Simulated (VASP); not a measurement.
# Sn (C2/c) in VASP: notebook

Sn is run at these levels: r2SCAN; tasks: single point.

Program: VASP 6.6.1. These are calculated values, not measurements. Logs are shortened: lines on timing, memory, paths and dates and some standing lists are left out, and cuts for length are marked.

**1. The cell of the first run**

It takes space group C2/c (No. 15, monoclinic). Conventional cell: a = 3.178 Å, b = 8.342 Å, c = 4.458 Å, α = 90.00°, β = 110.77°, γ = 90.00°. Within 4.0 Å of Sn (site symmetry 2) lie 10 Sn at 3.05 to 3.79 Å.

**2. Single point, r2SCAN**

POSCAR

```
Sn
1.0
   -2.9482820713      2.9504023647      1.5888172584
    2.9504023647     -2.9482820713      1.5888172584
    2.9460530987      2.9460530987     -1.5849306448
Sn
2
Direct
    0.0000251473      0.9999748527      0.0000000000
    0.7499748527      0.2500251473      0.5000000000
```

INCAR.step1

```
PREC = Accurate
ENCUT = 520
ISMEAR = 1
SIGMA = 0.1
LREAL = F
LASPH = T
NELM = 60
NBANDS = 21
GGA = PE
ALGO = Normal
EDIFF = 1E-4
LWAVE = T
LCHARG = F
```

INCAR.step2

```
PREC = Accurate
ENCUT = 520
EDIFF = 1E-7
ISMEAR = 1
SIGMA = 0.1
LREAL = F
LASPH = T
NELM = 60
ALGO = Normal
ISIF = 2
LWAVE = F
LCHARG = F
METAGGA = R2SCAN
LMIXTAU = T
NBANDS = 21
ISTART = 1
```

KPOINTS

```
Automatic mesh
0
Gamma
  11 11 8
```

Potentials or basis: VASP PAW PBE potentials, release 64 (Sn_d).

On the command line:

```console
cat potpaw_PBE.64/Sn_d/POTCAR > POTCAR
cp INCAR.step1 INCAR
mpirun -np 1 vasp_std > vasp.out
cp INCAR.step2 INCAR
mpirun -np 1 vasp_std > vasp.out
```

OUTCAR:

```text
PREC = Accurate
   ENCUT = 520
   EDIFF = 1E-7
   ISMEAR = 1
   LREAL = F
   LASPH = T
   NELM = 60
   ISIF = 2
   METAGGA = R2SCAN
   ISTART = 1

 ion  position               nearest neighbor table
   1  0.000  1.000  0.000-   2 3.05   2 3.05   2 3.05   2 3.05
   2  0.750  0.250  0.500-   1 3.05   1 3.05   1 3.05   1 3.05

  LATTYP: Found a base centered monoclinic cell.
 ALAT       =     3.1776359316
 B/A-ratio  =     2.6252219289
 C/A-ratio  =     1.4028132337
 COS(beta)  =    -0.3546724370

  Lattice vectors:

 A1 = (  -2.9482820713,   2.9504023647,   1.5888172584)
 A2 = (   2.9504023647,  -2.9482820713,   1.5888172584)
 A3 = (   2.9460530987,   2.9460530987,  -1.5849306448)

Analysis of symmetry for initial positions (statically):
=====================================================================
 Subroutine PRICEL returns:
 Original cell was already a primitive cell.

 Routine SETGRP: Setting up the symmetry group for a
 base centered monoclinic supercell.

 Subroutine GETGRP returns: Found  4 space group operations
 (whereof  2 operations were pure point group operations)
 out of a pool of  4 trial point group operations.

The static configuration has the point symmetry C_2 .
 The point group associated with its full space group is C_2h.

Analysis of symmetry for dynamics (positions and initial velocities):
=====================================================================
 Subroutine PRICEL returns:
 Original cell was already a primitive cell.

 Routine SETGRP: Setting up the symmetry group for a
 base centered monoclinic supercell.

 Subroutine GETGRP returns: Found  4 space group operations
 (whereof  2 operations were pure point group operations)
 out of a pool of  4 trial point group operations.

The dynamic configuration has the point symmetry C_2 .
 The point group associated with its full space group is C_2h.

 Subroutine INISYM returns: Found  4 space group operations
 (whereof  2 operations are pure point group operations),
 and found     1 'primitive' translations

----------------------------------------------------------------------------------------

                                     Primitive cell

  volume of cell :      55.2402

  direct lattice vectors                    reciprocal lattice vectors
    -2.948282071  2.950402365  1.588817258    -0.000143327  0.169386000  0.314586574
     2.950402365 -2.948282071  1.588817258     0.169386000 -0.000143327  0.314586574
     2.946053099  2.946053099 -1.584930645     0.169657695  0.169657695 -0.000226410

  length of vectors
     4.463359897  4.463359897  4.457629737     0.357290288  0.357290288  0.239932320

  position of ions in fractional coordinates (direct lattice)
     0.000025147  0.999974853  1.000000000
     0.749974853  0.250025147  0.500000000

  ion indices of the primitive-cell ions
   primitive index   ion index
                 1           1
                 2           2

----------------------------------------------------------------------------------------

 KPOINTS: Automatic mesh

Automatic generation of k-mesh.
 Grid dimensions read from file:
 generate k-points for:   11   11    8

 Generating k-lattice:

  Cartesian coordinates                     Fractional coordinates (reciprocal lattice)
    -0.000013030  0.015398727  0.028598779     0.090909091 -0.000000000  0.000000000
     0.015398727 -0.000013030  0.028598779    -0.000000000  0.090909091  0.000000000
     0.021207212  0.021207212 -0.000028301    -0.000000000 -0.000000000  0.125000000

  Length of vectors
     0.032480935  0.032480935  0.029991540

  Shift w.r.t. Gamma in fractional coordinates (k-lattice)
     0.000000000  0.000000000  0.000000000

 Subroutine IBZKPT returns following result:
 ===========================================

 Found    270 irreducible k-points:

 Following reciprocal coordinates:
            Coordinates               Weight
  0.000000  0.000000  0.000000      1.000000
  0.090909 -0.000000  0.000000      4.000000
  0.181818 -0.000000  0.000000      4.000000
  0.272727 -0.000000  0.000000      4.000000
  0.363636 -0.000000  0.000000      4.000000
  0.454545  0.000000  0.000000      4.000000
[... 16 lines left out ...]
 -0.272727  0.181818 -0.000000      4.000000
 -0.181818  0.181818  0.000000      2.000000
 [... further k-points ...]
   k-points           NKPTS =    270   k-points in BZ     NKDIM =    270   number of bands    NBANDS=     21
   number of dos      NEDOS =    301   number of ions     NIONS =      2
   total plane-waves  NPLWV =  46656
   dimension x,y,z NGX =    36 NGY =   36 NGZ =   36
   dimension x,y,z NGXF=    72 NGYF=   72 NGZF=   72
   ions per type =               2
   NGX,Y,Z   is equivalent  to a cutoff of  13.41, 13.41, 13.43 a.u.
   NGXF,Y,Z  is equivalent  to a cutoff of  26.82, 26.82, 26.85 a.u.
 SYSTEM =  unknown system
   PREC   = accura    normal or accurate (medium, high low for compatibility)
   ISTART =      1    job   : 0-new  1-cont  2-samecut
   ICHARG =      0    charge: 1-file 2-atom 10-const
   ISPIN  =      1    spin polarized calculation?
   LNONCOLLINEAR =      F non collinear calculations
   LSORBIT =      F    spin-orbit coupling
   LASPH  =      T    aspherical Exc in radial PAW
   ENCUT  =  520.0 eV  38.22 Ry    6.18 a.u.   8.30  8.30  8.29*2*pi/ulx,y,z
   NELM   =     60;   NELMIN=  2; NELMDL=  0     # of ELM steps
   EDIFF  = 0.1E-06   stopping-criterion for ELM
   LREAL  =      F    real-space projection
   EDIFFG = 0.1E-05   stopping-criterion for IOM
   NSW    =      0    number of steps for IOM
   IBRION =     -1    ionic relax: 0-MD 1-quasi-New 2-CG
   NFREE  =      0    steps in history (QN), initial steepest desc. (CG)
   ISIF   =      2    stress and relaxation
   ISYM   =      2    0-nonsym 1-usesym 2-fastsym
   POTIM  = 0.5000    time-step for ionic-motion
   TEBEG  =    0.0;   TEEND  =   0.0 temperature during run
   PSTRESS=    0.0 pullay stress
   NELECT =      28.0000    total number of electrons
   NUPDOWN=      -1.0000    fix difference up-down
   EMIN   =  10.00;   EMAX   =-10.00  energy-range for DOS
   EFERMI =   0.00;   METHOD = LEGACY
   ISMEAR =     1;   SIGMA  =   0.10  broadening in eV -4-tet -1-fermi 0-gaus
   EFERMI_NEDOS =   21; number of points for ismear=-14 and -15
   IALGO  =     38    algorithm
   IMIX   =      4    mixing-type and parameters
     AMIX     =   0.40;   BMIX     =  1.00
     AMIX_MAG =   1.60;   BMIX_MAG =  1.00
  volume/ion in A,a.u.               =      27.62       186.39
  Fermi-wavevector in a.u.,A,eV,Ry     =   1.305296  2.466652 23.181573  1.703798
  Thomas-Fermi vector in A             =   2.436174
   LORBIT       =      0    0 simple, 1 ext, 2 COOP (PROOUT), +10 PAW based schemes
   METAGGA = R2SCAN    functional components
   LHFCALC =     F    Hartree Fock is set to
   AEXX    =    0.0000 exact exchange contribution
   IVDW    =     0    specifies the selected vdW correction
   LEPSILON=     F    determine dielectric tensor
   LRPA    =     F    only Hartree local field effects (RPA)
 non-spin polarized calculation
 Methfessel and Paxton  Order N= 1 SIGMA  =   0.10
  energy-cutoff  :      520.00
  volume of cell :       55.24
 maximum number of plane-waves:      1505
 NGX is ok and might be reduce to    36
   NGX = 17   NGY = 17   NGZ = 17

 number of electron      27.9999990 magnetization

 Free energy of the ion-electron system (eV)
  ---------------------------------------------------
  ext. energy  EPLUGINS =         0.00000000
  ---------------------------------------------------
  free energy    TOTEN  =       -49.25210507 eV

  energy without entropy =      -49.25232203  energy(sigma->0) =      -49.25217739

 E-fermi :   7.6714     XC(G=0): -11.0348

 val. band max:        7.6560145971   @ k =   0.1818   0.0909   0.3750
 cond. band min:       7.6745779887   @ k =   0.1818   0.0909   0.0000
 fundamental gap:      0.0185633916
 Fermi energy:         7.6714081213

 k-point     1 :       0.0000    0.0000    0.0000
  band No.  band energies     occupation
      1     -14.6288      2.00000
      2     -14.5551      2.00000
      3     -14.5011      2.00000
      4     -14.4954      2.00000
      5     -14.3299      2.00000
      6     -14.3298      2.00000
[... 13 lines left out ...]
     20      17.8262      0.00000
     21      18.5598      0.00000

 k-point     2 :       0.0909   -0.0000    0.0000
  band No.  band energies     occupation
      1     -14.6236      2.00000
      2     -14.5367      2.00000
      3     -14.4894      2.00000
      4     -14.4795      2.00000
      5     -14.3429      2.00000
      6     -14.3408      2.00000
[... 13 lines left out ...]
     20      17.5208      0.00000
     21      17.7006      0.00000

 k-point     3 :       0.1818   -0.0000    0.0000
  band No.  band energies     occupation
      1     -14.6079      2.00000
      2     -14.4909      2.00000
      3     -14.4732      2.00000
      4     -14.4316      2.00000
      5     -14.3697      2.00000
      6     -14.3505      2.00000
[... 13 lines left out ...]
     20      16.1583      0.00000
     21      16.5774      0.00000

 k-point     4 :       0.2727   -0.0000    0.0000
  band No.  band energies     occupation
      1     -14.5863      2.00000
      2     -14.4540      2.00000
      3     -14.4497      2.00000
      4     -14.4159      2.00000
      5     -14.3973      2.00000
      6     -14.3547      2.00000
[... 13 lines left out ...]
     20      15.1810      0.00000
     21      16.8980      0.00000

 k-point     5 :       0.3636   -0.0000    0.0000
  band No.  band energies     occupation
      1     -14.5669      2.00000
      2     -14.4516      2.00000
      3     -14.4484      2.00000
      4     -14.4302      2.00000
      5     -14.4028      2.00000
      6     -14.3740      2.00000
[... 13 lines left out ...]
     20      15.2608      0.00000
     21      17.9211      0.00000

 k-point     6 :       0.4545    0.0000    0.0000
  band No.  band energies     occupation
      1     -14.5538      2.00000
      2     -14.4754      2.00000
      3     -14.4621      2.00000
      4     -14.4232      2.00000
      5     -14.3909      2.00000
      6     -14.3858      2.00000
[... 13 lines left out ...]
     20      17.2835      0.00000
     21      18.1591      0.00000

 k-point     7 :       0.0909    0.0909    0.0000
  band No.  band energies     occupation
      1     -14.6137      2.00000
      2     -14.4888      2.00000
      3     -14.4781      2.00000
      4     -14.4235      2.00000
      5     -14.3677      2.00000
      6     -14.3625      2.00000
[... 13 lines left out ...]
     20      16.0513      0.00000
     21      16.3040      0.00000
[... 291 lines left out ...]
      1     -14.5445      2.00000
      2     -14.4775      2.00000
      3     -14.4533      2.00000
      4     -14.4093      2.00000
      5     -14.3958      2.00000
      6     -14.3595      2.00000
[... 13 lines left out ...]
     20      16.7117      0.00000
     21      17.5020      0.00000

 k-point    21 :      -0.4545    0.1818   -0.0000
  band No.  band energies     occupation
      1     -14.5481      2.00000
      2     -14.4658      2.00000
      3     -14.4574      2.00000
      4     -14.4198      2.00000
      5     -14.3888      2.00000
      6     -14.3590      2.00000
[... 13 lines left out ...]
     20      16.5235      0.00000
     21      17.0931      0.00000

 k-point    22 :      -0.3636    0.1818   -0.0000
  band No.  band energies     occupation
      1     -14.5648      2.00000
      2     -14.5000      2.00000
      3     -14.4689      2.00000
      4     -14.4360      2.00000
      5     -14.3787      2.00000
      6     -14.3441      2.00000
[... 13 lines left out ...]
     20      16.7569      0.00000
     21      17.8423      0.00000

 k-point    23 :      -0.2727    0.1818   -0.0000
  band No.  band energies     occupation
      1     -14.5848      2.00000
      2     -14.5418      2.00000
      3     -14.5021      2.00000
      4     -14.4575      2.00000
      5     -14.3575      2.00000
      6     -14.3250      2.00000
[... 13 lines left out ...]
     20      18.2588      0.00000
     21      18.8617      0.00000

 k-point    24 :      -0.1818    0.1818    0.0000
  band No.  band energies     occupation
      1     -14.6011      2.00000
      2     -14.5585      2.00000
      3     -14.5152      2.00000
      4     -14.4730      2.00000
      5     -14.3440      2.00000
      6     -14.3182      2.00000
[... 13 lines left out ...]
     20      18.3544      0.00000
     21      18.6416      0.00000

 [... further k-points ...]

------------------------ aborting loop because EDIFF is reached ----------------------------------------

  FORCE on cell =-STRESS in cart. coord.  units (eV):
  Direction    XX          YY          ZZ          XY          YZ          ZX
  --------------------------------------------------------------------------------------
  -------------------------------------------------------------------------------------
  Total        0.0094277      0.0094277     -0.0450437     -0.0034918     -0.0263717     -0.0263718
  in kB        0.2734401      0.2734401     -1.3064377     -0.1012759     -0.7648787     -0.7648818
  external PRESSURE =      -0.2531859 kB  Pullay stress =       0.0000000 kB

 VOLUME and BASIS-vectors are now :
 -----------------------------------------------------------------------------
  energy-cutoff  :      520.00
  volume of cell :       55.24
      direct lattice vectors                 reciprocal lattice vectors
    -2.948282071  2.950402365  1.588817258    -0.000143327  0.169386000  0.314586574
     2.950402365 -2.948282071  1.588817258     0.169386000 -0.000143327  0.314586574
     2.946053099  2.946053099 -1.584930645     0.169657695  0.169657695 -0.000226410

 POSITION                                       TOTAL-FORCE (eV/Angst)
 -----------------------------------------------------------------------------------
      2.95025     -2.94813      1.58882        -0.003674      0.003674      0.000000
     -0.00044      2.94861      0.79635         0.003674     -0.003674     -0.000000
 -----------------------------------------------------------------------------------
    total drift:                               -0.000000      0.000000     -0.000000

  FREE ENERGIE OF THE ION-ELECTRON SYSTEM (eV)
  ---------------------------------------------------
  free  energy   TOTEN  =       -49.2521050727 eV

  energy  without entropy=      -49.2523220327  energy(sigma->0) =      -49.25217739
```

It took 8.4 min on 1 thread of Intel Xeon 6975P-C (Granite Rapids), shared host; peak memory 0.39 GiB.

What came out:

| Item | Value |
| --- | --- |
| Free energy | -49.2521 eV |
| Pressure | 0.0 GPa |
| Largest force | 0.005 eV/Å |
| Band gap on the k mesh | zero (bands 14 and 15 overlap by 3.86 eV) |

Forces in eV/Å, atoms in the order of the input:
```
Sn  -0.004  0.004  0.000
Sn   0.004 -0.004  0.000
```

Stress tensor (GPa, compression positive):
```
 0.03 -0.01 -0.08
-0.01  0.03 -0.08
-0.08 -0.08 -0.13
```

Caveat: the PAW data sets were made with another functional, which shifts forces and pressure a little; spin-orbit coupling is left out, which moves the levels of the heavy elements.

**3. Single point, r2SCAN**

POSCAR is that of step 2.

INCAR.step1

```
PREC = Accurate
ENCUT = 520
ISMEAR = 1
SIGMA = 0.2
LREAL = False
LASPH = True
NELM = 80
NBANDS = 21
GGA = PE
ALGO = Normal
EDIFF = 1E-4
LWAVE = True
LCHARG = False
```

INCAR.step2

```
PREC = Accurate
ENCUT = 520
EDIFF = 1E-6
ISMEAR = 1
SIGMA = 0.2
LREAL = False
LASPH = True
NELM = 80
ALGO = Normal
ISIF = 2
LWAVE = False
LCHARG = False
METAGGA = R2SCAN
LMIXTAU = True
NBANDS = 21
ISTART = 1
```

KPOINTS

```
regular mesh
0
Gamma
  11 11 8
```

Potentials or basis: VASP PAW PBE potentials, release 64 (Sn_d).

On the command line:

```console
cat potpaw_PBE.64/Sn_d/POTCAR > POTCAR
cp INCAR.step1 INCAR
mpirun -np 1 vasp_std > vasp.out
cp INCAR.step2 INCAR
mpirun -np 1 vasp_std > vasp.out
```

It took 6.9 min on 1 thread of Intel Xeon 6975P-C (Granite Rapids), shared host; peak memory 0.39 GiB.

The run converged. Its results:

- Free energy: -49.2517 eV
- Pressure: 0.0 GPa
- Largest force: 0.004 eV/Å
- Band gap on the k mesh: zero (bands 14 and 15 overlap by 3.86 eV)

Forces in eV/Å, atoms in the order of the input:
```
Sn  -0.003  0.003  0.000
Sn   0.003 -0.003  0.000
```

Stress tensor (GPa, compression positive):
```
 0.02 -0.02 -0.02
-0.02  0.02 -0.02
-0.02 -0.02 -0.13
```

Levels at points of the mesh, in eV from the Fermi level:
```csv
k point,band 10,band 11,band 12,band 13,band 14,band 15,band 16,band 17,band 18,band 19
"(0.00, 0.00, 0.00)",-21.79,-11.49,-3.78,-2.12,-2.11,3.38,6.41,6.41,7.32,7.42
"(0.00, 0.00, 0.50)",-21.91,-9.19,-9.19,0.54,0.54,1.72,1.72,6.56,6.56,10.14
```

Caveat: the PAW data sets were made with another functional, which shifts forces and pressure a little; spin-orbit coupling is left out, which moves the levels of the heavy elements.

(Part 1 of 2 ends here.)

The gap in the log of VASP goes by the Fermi energy; the results here count the filled bands.